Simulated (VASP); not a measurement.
# SiO2 (P4_2/mnm) in VASP: settings compared, part 2 of 2

VASP 6.6.1. Earlier steps stand in the parts before.

## Step 3: Relaxation of cell and atoms, r2SCAN

Contents of POSCAR:

```
SiO2
1.0
    4.1773000000      0.0000000000      0.0000000000
    0.0000000000      4.1773000000      0.0000000000
    0.0000000000      0.0000000000      2.6652000000
Si O
2 4
Direct
    0.0000000000      0.0000000000      0.0000000000
    0.5000000000      0.5000000000      0.5000000000
    0.3059000000      0.3059000000      0.0000000000
    0.1941000000      0.8059000000      0.5000000000
    0.6941000000      0.6941000000      0.0000000000
    0.8059000000      0.1941000000      0.5000000000
```

Contents of INCAR.step1:

```
PREC = Accurate
ENCUT = 600
ISMEAR = -1
SIGMA = 0.01
LREAL = F
LASPH = T
NELM = 80
GGA = PE
ALGO = Normal
EDIFF = 1E-4
LWAVE = T
LCHARG = F
```

Contents of INCAR.step2:

```
PREC = Accurate
ENCUT = 600
EDIFF = 1E-6
ISMEAR = -1
SIGMA = 0.01
LREAL = F
LASPH = T
NELM = 80
ALGO = Normal
ISIF = 3
LWAVE = F
LCHARG = F
METAGGA = R2SCAN
LMIXTAU = T
IBRION = 2
NSW = 80
EDIFFG = -0.05
ISTART = 1
```

Contents of KPOINTS:

```
regular mesh
0
Gamma
  5 5 7
```

Potentials or basis: VASP PAW PBE potentials, release 64 (Si, O).

Run with:

```
> cat potpaw_PBE.64/Si/POTCAR potpaw_PBE.64/O/POTCAR > POTCAR
> cp INCAR.step1 INCAR
> mpirun -np 1 vasp_std > vasp.out
> cp INCAR.step2 INCAR
> mpirun -np 1 vasp_std > vasp.out
```

OUTCAR:

```text
PREC = Accurate
   ENCUT = 600
   EDIFF = 1E-6
   ISMEAR = -1
   LREAL = F
   LASPH = T
   NELM = 80
   ISIF = 3
   METAGGA = R2SCAN
   IBRION = 2
   NSW = 80
   EDIFFG = -0.05
   ISTART = 1

 ion  position               nearest neighbor table
   1  0.000  0.000  0.000-   4 1.76   6 1.76   4 1.76   6 1.76   5 1.81   3 1.81
   2  0.500  0.500  0.500-   3 1.76   5 1.76   3 1.76   5 1.76   4 1.81   6 1.81
   3  0.306  0.306  0.000-   2 1.76   2 1.76   1 1.81
   4  0.194  0.806  0.500-   1 1.76   1 1.76   2 1.81
   5  0.694  0.694  0.000-   2 1.76   2 1.76   1 1.81
   6  0.806  0.194  0.500-   1 1.76   1 1.76   2 1.81

  LATTYP: Found a simple tetragonal cell.
 ALAT       =     4.1773000000
 C/A-ratio  =     0.6380197735

  Lattice vectors:

 A1 = (   4.1773000000,   0.0000000000,   0.0000000000)
 A2 = (   0.0000000000,   4.1773000000,   0.0000000000)
 A3 = (   0.0000000000,   0.0000000000,   2.6652000000)

Analysis of symmetry for initial positions (statically):
=====================================================================
 Subroutine PRICEL returns:
 Original cell was already a primitive cell.

 Routine SETGRP: Setting up the symmetry group for a
 simple tetragonal supercell.

 Subroutine GETGRP returns: Found 16 space group operations
 (whereof  8 operations were pure point group operations)
 out of a pool of 16 trial point group operations.

The static configuration has the point symmetry D_2h.
 The point group associated with its full space group is D_4h.

Analysis of symmetry for dynamics (positions and initial velocities):
=====================================================================
 Subroutine PRICEL returns:
 Original cell was already a primitive cell.

 Routine SETGRP: Setting up the symmetry group for a
 simple tetragonal supercell.

 Subroutine GETGRP returns: Found 16 space group operations
 (whereof  8 operations were pure point group operations)
 out of a pool of 16 trial point group operations.

[... 114 lines left out ...]
   ISIF   =      3    stress and relaxation
   ISYM   =      2    0-nonsym 1-usesym 2-fastsym
   POTIM  = 0.5000    time-step for ionic-motion
   TEBEG  =    0.0;   TEEND  =   0.0 temperature during run
   PSTRESS=    0.0 pullay stress
   NELECT =      32.0000    total number of electrons
   NUPDOWN=      -1.0000    fix difference up-down
   EMIN   =  10.00;   EMAX   =-10.00  energy-range for DOS
   EFERMI =   0.00;   METHOD = LEGACY
   ISMEAR =    -1;   SIGMA  =   0.01  broadening in eV -4-tet -1-fermi 0-gaus
   EFERMI_NEDOS =   21; number of points for ismear=-14 and -15
   IALGO  =     38    algorithm
   IMIX   =      4    mixing-type and parameters
     AMIX     =   0.40;   BMIX     =  1.00
     AMIX_MAG =   1.60;   BMIX_MAG =  1.00
  volume/ion in A,a.u.               =       7.75        52.31
  Fermi-wavevector in a.u.,A,eV,Ry     =   1.445277  2.731178 28.420200  2.088826
  Thomas-Fermi vector in A             =   2.563477
   LORBIT       =      0    0 simple, 1 ext, 2 COOP (PROOUT), +10 PAW based schemes
   METAGGA = R2SCAN    functional components
   LHFCALC =     F    Hartree Fock is set to
   AEXX    =    0.0000 exact exchange contribution
   IVDW    =     0    specifies the selected vdW correction
   LEPSILON=     F    determine dielectric tensor
   LRPA    =     F    only Hartree local field effects (RPA)
 conjugate gradient relaxation of ions
 non-spin polarized calculation
  energy-cutoff  :      600.00
  volume of cell :       46.51
 maximum number of plane-waves:      1566
 NGX is ok and might be reduce to    36
   NGX = 17   NGY = 17   NGZ = 11

--------------------------------------- Ionic step        1  -------------------------------------------

 number of electron      32.0000002 magnetization

 Free energy of the ion-electron system (eV)
  ---------------------------------------------------
  ext. energy  EPLUGINS =         0.00000000
  ---------------------------------------------------
  free energy    TOTEN  =       -58.80152259 eV

  energy without entropy =      -58.80152259  energy(sigma->0) =      -58.80152259

------------------------ aborting loop because EDIFF is reached ----------------------------------------

  FORCE on cell =-STRESS in cart. coord.  units (eV):
  Direction    XX          YY          ZZ          XY          YZ          ZX
  --------------------------------------------------------------------------------------
  -------------------------------------------------------------------------------------
  Total        0.3458333      0.3458333      0.6849099     -0.0000000      0.0000000      0.0000000
  in kB       11.9139619     11.9139619     23.5951589     -0.0000000      0.0000000      0.0000000
  external PRESSURE =      15.8076943 kB  Pullay stress =       0.0000000 kB
[... 67 lines left out ...]
--------------------------------------- Ionic step        3  -------------------------------------------

 number of electron      32.0000001 magnetization

 Free energy of the ion-electron system (eV)
  ---------------------------------------------------
  ext. energy  EPLUGINS =         0.00000000
  ---------------------------------------------------
  free energy    TOTEN  =       -58.80269696 eV

  energy without entropy =      -58.80269696  energy(sigma->0) =      -58.80269696

 E-fermi :   8.0916     XC(G=0): -12.8707

 val. band max:        7.7999795511   @ k =   0.0000   0.0000   0.0000
 cond. band min:      14.3049348216   @ k =   0.0000   0.0000   0.0000
 fundamental gap:      6.5049552706
 Fermi energy:         8.0916480022

 k-point     1 :       0.0000    0.0000    0.0000
  band No.  band energies     occupation
      1     -15.7358      2.00000
      2     -12.1527      2.00000
      3     -12.1527      2.00000
      4     -11.8742      2.00000
      5      -3.2536      2.00000
      6       1.2898      2.00000
[... 574 lines left out ...]
  FREE ENERGIE OF THE ION-ELECTRON SYSTEM (eV)
  ---------------------------------------------------
  free  energy   TOTEN  =       -58.8026969642 eV

  energy  without entropy=      -58.8026969642  energy(sigma->0) =      -58.80269696

 reached required accuracy - stopping structural energy minimisation
```

OUTCAR.step1:

```text
PREC = Accurate
   ENCUT = 600
   ISMEAR = -1
   LREAL = F
   LASPH = T
[... 787 lines left out ...]
      1.27784      1.27784      0.00000        -0.069999     -0.069999      0.000000
      0.81081      3.36649      1.33260         0.069999     -0.069999      0.000000
      2.89946      2.89946      0.00000         0.069999      0.069999     -0.000000
      3.36649      0.81081      1.33260        -0.069999      0.069999     -0.000000
 -----------------------------------------------------------------------------------
    total drift:                               -0.000000      0.000000     -0.000000

  FREE ENERGIE OF THE ION-ELECTRON SYSTEM (eV)
  ---------------------------------------------------
  free  energy   TOTEN  =       -46.2692432486 eV

  energy  without entropy=      -46.2692432486  energy(sigma->0) =      -46.26924325
```

OSZICAR.step1:

```text
N       E                     dE             d eps       ncg     rms          rms(c)
DAV:   1     0.184324463860E+03    0.18432E+03   -0.19808E+04   960   0.173E+03
DAV:   2    -0.432711301532E+02   -0.22760E+03   -0.21824E+03  1356   0.345E+02
DAV:   3    -0.508490870166E+02   -0.75780E+01   -0.75498E+01  1152   0.673E+01
DAV:   4    -0.509080006143E+02   -0.58914E-01   -0.58865E-01  1120   0.672E+00
DAV:   5    -0.509085998321E+02   -0.59922E-03   -0.59912E-03  1116   0.679E-01    0.176E+01
DAV:   6    -0.462292515315E+02    0.46793E+01   -0.18386E+01  1068   0.306E+01    0.799E+00
DAV:   7    -0.462484731668E+02   -0.19222E-01   -0.56057E-01  1140   0.526E+00    0.299E+00
DAV:   8    -0.462626735953E+02   -0.14200E-01   -0.19806E-02  1080   0.145E+00    0.110E+00
DAV:   9    -0.462690508555E+02   -0.63773E-02   -0.82469E-03  1116   0.977E-01    0.270E-01
DAV:  10    -0.462692714967E+02   -0.22064E-03   -0.57914E-04  1120   0.207E-01    0.406E-02
DAV:  11    -0.462692432486E+02    0.28248E-04   -0.12165E-04   636   0.872E-02
   1 F= -.46269243E+02 E0= -.46269243E+02  d E =-.194174E-14
```

It took 4 min on 1 thread of Intel Xeon 8259CL, shared host; peak memory 0.19 GiB.

Results:

- Free energy: -58.8027 eV
- Relaxed volume: 7.79 Å³/atom
- Relaxed cell: a = 4.182 Å, b = 4.182 Å, c = 2.671 Å, α = 90.00°, β = 90.00°, γ = 90.00°
- Space group after relaxing (to 0.1 Å): P4_2/mnm (No. 136)
- Energy gained by relaxing: 0.2 meV/atom
- Ionic steps: 3
- Pressure after relaxing: 0.0 GPa
- Largest force after relaxing: 0.017 eV/Å
- Band gap on the k mesh: 6.50 eV

Forces in eV/Å, atoms in the order of the input:
```
Si   0.000  0.000  0.000
Si   0.000  0.000  0.000
O    0.012  0.012  0.000
O   -0.012  0.012  0.000
O   -0.012 -0.012  0.000
O    0.012 -0.012  0.000
```

Step by step:
```
step  energy change (eV)  largest force (eV/Å)  pressure (GPa)  volume (Å³)
   1              0.0000                0.0200            1.58        46.51
   2              0.0013                0.0690           -2.34        47.02
   3             -0.0012                0.0170            0.02        46.72
```

Final structure:
```
Si O
1.0
     4.18204    0.00000    0.00000
     0.00000    4.18204    0.00000
     0.00000    0.00000    2.67119
Si O
2 4
Cartesian
  4.1820 0.0000 0.0000
  2.0910 2.0910 1.3356
  1.2790 1.2790 0.0000
  0.8120 3.3700 1.3356
  2.9030 2.9030 0.0000
  3.3700 0.8120 1.3356
```

Caveat: the PAW data sets were made with another functional, which shifts forces and pressure a little. r2SCAN opens gaps a little over a GGA but as a rule still falls short of measured ones.
